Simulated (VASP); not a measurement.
# Sb (Fd-3m) in VASP: further runs, part 2 of 2

VASP 6.6.1. Earlier steps stand in the parts before.

## Step 3: Relaxation of cell and atoms, LDA

This run uses another cell than the first one, of 39.30 Å³/atom.

The input, INCAR:

```
SYSTEM = Sb
PREC     = Accurate       ! precision mode
ENCUT    = 500            ! plane-wave cutoff, eV
EDIFF    = 1E-7           ! SCF threshold, eV
ISMEAR   = -1             ! smearing method
SIGMA    = 0.05           ! smearing width, eV
LREAL    = .FALSE.        ! projectors in reciprocal space
LASPH    = .TRUE.         ! aspherical terms in the spheres
NELM     = 120            ! most SCF steps
ALGO     = Normal         ! electronic algorithm
ISIF     = 3              ! what is computed and relaxed
LWAVE    = .FALSE.        ! write WAVECAR
LCHARG   = .FALSE.        ! write CHGCAR
GGA      = CA             ! functional
IBRION   = 2              ! ionic algorithm
NSW      = 80             ! ionic steps
EDIFFG   = -0.03          ! ionic threshold
GGA_COMPAT= .FALSE.      
NELMIN   = 4
```

The input, KPOINTS:

```
regular mesh
0
G
  7 7 7
  0 0 0
```

The input, POSCAR:

```
Sb
1.0
    0.0000000000      3.4000000000      3.4000000000
    3.4000000000      0.0000000000      3.4000000000
    3.4000000000      3.4000000000      0.0000000000
Sb
2
Direct
    1.0000000000      1.0000000000      1.0000000000
    0.2500000000      0.2500000000      0.2500000000
```

Potentials or basis: VASP PAW LDA potentials, release 64 (Sb).

Command:

```sh
$ cat potpaw_LDA.64/Sb/POTCAR > POTCAR
$ mpirun -np 1 vasp_std > vasp.out
```

OUTCAR:

```text
SYSTEM = Sb
   PREC = Accurate
   ENCUT = 500
   EDIFF = 1E-7
   ISMEAR = -1
   LREAL = .FALSE.
   LASPH = .TRUE.
   NELM = 120
   ISIF = 3
   GGA = CA
   IBRION = 2
   NSW = 80
   EDIFFG = -0.03
   NELMIN = 4

 ion  position               nearest neighbor table
   1  0.000  0.000  0.000-   2 2.94   2 2.94   2 2.94   2 2.94
   2  0.250  0.250  0.250-   1 2.94   1 2.94   1 2.94   1 2.94

  LATTYP: Found a face centered cubic cell.
 ALAT       =     6.8000000000

  Lattice vectors:

 A1 = (   0.0000000000,   3.4000000000,   3.4000000000)
 A2 = (   3.4000000000,   0.0000000000,   3.4000000000)
 A3 = (   3.4000000000,   3.4000000000,   0.0000000000)

Analysis of symmetry for initial positions (statically):
=====================================================================
 Subroutine PRICEL returns:
 Original cell was already a primitive cell.

 Routine SETGRP: Setting up the symmetry group for a
 face centered cubic supercell.

 Subroutine GETGRP returns: Found 48 space group operations
 (whereof 24 operations were pure point group operations)
 out of a pool of 48 trial point group operations.

The static configuration has the point symmetry T_d .
 The point group associated with its full space group is O_h .

Analysis of symmetry for dynamics (positions and initial velocities):
=====================================================================
 Subroutine PRICEL returns:
 Original cell was already a primitive cell.

 Routine SETGRP: Setting up the symmetry group for a
 face centered cubic supercell.

 Subroutine GETGRP returns: Found 48 space group operations
 (whereof 24 operations were pure point group operations)
 out of a pool of 48 trial point group operations.

The dynamic configuration has the point symmetry T_d .
 The point group associated with its full space group is O_h .

 Subroutine INISYM returns: Found 48 space group operations
 (whereof 24 operations are pure point group operations),
 and found     1 'primitive' translations

----------------------------------------------------------------------------------------

                                     Primitive cell

  volume of cell :      78.6080

  direct lattice vectors                    reciprocal lattice vectors
     0.000000000  3.400000000  3.400000000    -0.147058824  0.147058824  0.147058824
     3.400000000  0.000000000  3.400000000     0.147058824 -0.147058824  0.147058824
     3.400000000  3.400000000  0.000000000     0.147058824  0.147058824 -0.147058824

  length of vectors
     4.808326112  4.808326112  4.808326112     0.254713354  0.254713354  0.254713354

  position of ions in fractional coordinates (direct lattice)
     0.000000000  0.000000000  0.000000000
     0.250000000  0.250000000  0.250000000

  ion indices of the primitive-cell ions
   primitive index   ion index
                 1           1
                 2           2

----------------------------------------------------------------------------------------

 KPOINTS: regular mesh

Automatic generation of k-mesh.
 Grid dimensions read from file:
 generate k-points for:    7    7    7

 Generating k-lattice:

  Cartesian coordinates                     Fractional coordinates (reciprocal lattice)
    -0.021008403  0.021008403  0.021008403     0.142857143  0.000000000  0.000000000
     0.021008403 -0.021008403  0.021008403     0.000000000  0.142857143  0.000000000
     0.021008403  0.021008403 -0.021008403     0.000000000  0.000000000  0.142857143

  Length of vectors
     0.036387622  0.036387622  0.036387622

  Shift w.r.t. Gamma in fractional coordinates (k-lattice)
     0.000000000  0.000000000  0.000000000

 Subroutine IBZKPT returns following result:
 ===========================================

 Found     20 irreducible k-points:

 Following reciprocal coordinates:
            Coordinates               Weight
  0.000000  0.000000  0.000000      1.000000
  0.142857  0.000000  0.000000      8.000000
  0.285714  0.000000  0.000000      8.000000
  0.428571  0.000000  0.000000      8.000000
  0.142857  0.142857  0.000000      6.000000
  0.285714  0.142857  0.000000     24.000000
[... 12 lines left out ...]
 -0.428571  0.428571  0.142857     24.000000
 -0.285714  0.428571  0.142857     24.000000
   k-points           NKPTS =     20   k-points in BZ     NKDIM =     20   number of bands    NBANDS=      9
   number of dos      NEDOS =    301   number of ions     NIONS =      2
   total plane-waves  NPLWV =  46656
   dimension x,y,z NGX =    36 NGY =   36 NGZ =   36
   dimension x,y,z NGXF=    72 NGYF=   72 NGZF=   72
   ions per type =               2
   NGX,Y,Z   is equivalent  to a cutoff of  12.45, 12.45, 12.45 a.u.
   NGXF,Y,Z  is equivalent  to a cutoff of  24.89, 24.89, 24.89 a.u.
 SYSTEM =  Sb
   PREC   = accura    normal or accurate (medium, high low for compatibility)
   ISTART =      0    job   : 0-new  1-cont  2-samecut
   ICHARG =      2    charge: 1-file 2-atom 10-const
   ISPIN  =      1    spin polarized calculation?
   LNONCOLLINEAR =      F non collinear calculations
   LSORBIT =      F    spin-orbit coupling
   LASPH  =      T    aspherical Exc in radial PAW
   ENCUT  =  500.0 eV  36.75 Ry    6.06 a.u.   8.77  8.77  8.77*2*pi/ulx,y,z
   NELM   =    120;   NELMIN=  4; NELMDL= -5     # of ELM steps
   EDIFF  = 0.1E-06   stopping-criterion for ELM
   LREAL  =      F    real-space projection
   EDIFFG = -.3E-01   stopping-criterion for IOM
   NSW    =     80    number of steps for IOM
   IBRION =      2    ionic relax: 0-MD 1-quasi-New 2-CG
   NFREE  =      1    steps in history (QN), initial steepest desc. (CG)
   ISIF   =      3    stress and relaxation
   ISYM   =      2    0-nonsym 1-usesym 2-fastsym
   POTIM  = 0.5000    time-step for ionic-motion
   TEBEG  =    0.0;   TEEND  =   0.0 temperature during run
   PSTRESS=    0.0 pullay stress
   NELECT =      10.0000    total number of electrons
   NUPDOWN=      -1.0000    fix difference up-down
   EMIN   =  10.00;   EMAX   =-10.00  energy-range for DOS
   EFERMI =   0.00;   METHOD = LEGACY
   ISMEAR =    -1;   SIGMA  =   0.05  broadening in eV -4-tet -1-fermi 0-gaus
   EFERMI_NEDOS =   21; number of points for ismear=-14 and -15
   IALGO  =     38    algorithm
   IMIX   =      4    mixing-type and parameters
     AMIX     =   0.40;   BMIX     =  1.00
     AMIX_MAG =   1.60;   BMIX_MAG =  1.00
  volume/ion in A,a.u.               =      39.30       265.24
  Fermi-wavevector in a.u.,A,eV,Ry     =   0.823353  1.555911  9.223521  0.677910
  Thomas-Fermi vector in A             =   1.934848
   LORBIT       =      0    0 simple, 1 ext, 2 COOP (PROOUT), +10 PAW based schemes
   GGA     = CA    functional components
   LHFCALC =     F    Hartree Fock is set to
   AEXX    =    0.0000 exact exchange contribution
   IVDW    =     0    specifies the selected vdW correction
   LEPSILON=     F    determine dielectric tensor
   LRPA    =     F    only Hartree local field effects (RPA)
 conjugate gradient relaxation of ions
 non-spin polarized calculation
  energy-cutoff  :      500.00
  volume of cell :       78.61
 maximum number of plane-waves:      2015
   NGX = 17   NGY = 17   NGZ = 17

--------------------------------------- Ionic step        1  -------------------------------------------

 number of electron      10.0000000 magnetization

 Free energy of the ion-electron system (eV)
  ---------------------------------------------------
  ext. energy  EPLUGINS =         0.00000000
  ---------------------------------------------------
  free energy    TOTEN  =        -8.77636476 eV

  energy without entropy =       -8.75644106  energy(sigma->0) =       -8.76640291

------------------------ aborting loop because EDIFF is reached ----------------------------------------

  FORCE on cell =-STRESS in cart. coord.  units (eV):
  Direction    XX          YY          ZZ          XY          YZ          ZX
  --------------------------------------------------------------------------------------
  -------------------------------------------------------------------------------------
  Total        0.3224687      0.3224687      0.3224687      0.0000000      0.0000000     -0.0000000
  in kB        6.5725122      6.5725122      6.5725122      0.0000000      0.0000000     -0.0000000
  external PRESSURE =       6.5725122 kB  Pullay stress =       0.0000000 kB
[... 57 lines left out ...]
  energy  without entropy=       -8.7591111342  energy(sigma->0) =       -8.76891984

--------------------------------------- Ionic step        3  -------------------------------------------

 number of electron      10.0000000 magnetization

 Free energy of the ion-electron system (eV)
  ---------------------------------------------------
  ext. energy  EPLUGINS =         0.00000000
  ---------------------------------------------------
  free energy    TOTEN  =        -8.77908908 eV

  energy without entropy =       -8.75936986  energy(sigma->0) =       -8.76922947

 E-fermi :   4.3990     XC(G=0):  -8.3796

 val. band max:        4.3565769426   @ k =   0.1429   0.1429   0.0000
 cond. band min:       4.4160886117   @ k =  -0.4286   0.4286   0.1429
 fundamental gap:      0.0595116691
 Fermi energy:         4.3990138350

 k-point     1 :       0.0000    0.0000    0.0000
  band No.  band energies     occupation
      1      -7.5422      2.00000
      2      -0.8812      2.00000
      3       2.4534      2.00000
      4       2.4534      2.00000
      5       2.4534      2.00000
      6       4.7793      0.00100
      7       4.7793      0.00100
      8       4.7793      0.00100
      9       8.0971      0.00000
[... 255 lines left out ...]
  FREE ENERGIE OF THE ION-ELECTRON SYSTEM (eV)
  ---------------------------------------------------
  free  energy   TOTEN  =        -8.7790890840 eV

  energy  without entropy=       -8.7593698553  energy(sigma->0) =       -8.76922947

 reached required accuracy - stopping structural energy minimisation
```

Run time: 21 s. Hardware: 1 thread of AMD EPYC 7R13 (Zen 3), shared host; peak memory 0.14 GiB.

What came out:

```
Free energy                           : -8.7791 eV
Relaxed volume                        : 39.98 Å³/atom
Relaxed cell                          : a = 4.836 Å, b = 4.836 Å, c = 4.836 Å, α = 60.00°, β = 60.00°, γ = 60.00°
Space group after relaxing (to 0.1 Å) : Fd-3m (No. 227)
Energy gained by relaxing             : 1.4 meV/atom
Ionic steps                           : 3
Pressure after relaxing               : 0.0 GPa
Band gap on the k mesh                : zero (bands 5 and 6 overlap by 0.54 eV)
```

Step by step:
```tsv
step	energy change (eV)	largest force (eV/Å)	pressure (GPa)	volume (Å³)
1	0.0000	0.0000	0.66	78.61
2	-0.0024	0.0000	-0.23	80.46
3	-0.0027	0.0000	0.00	79.96
```

Final structure:
```yaml
crystal:
  lattice:
    - [0.00000, 3.41932, 3.41932]
    - [3.41932, 0.00000, 3.41932]
    - [3.41932, 3.41932, 0.00000]
  atoms:
    - { symbol: Sb, position: [0.00000, 0.00000, 0.00000] }
    - { symbol: Sb, position: [0.25000, 0.25000, 0.25000] }
```

Levels at points of the mesh, in eV from the Fermi level:
```
           k point  band 3  band 4  band 5  band 6  band 7  band 8
(0.00, 0.00, 0.00)   -1.95   -1.95   -1.95    0.38    0.38    0.38
```

Caveat: spin-orbit coupling is left out, which moves the levels of the heavy elements.
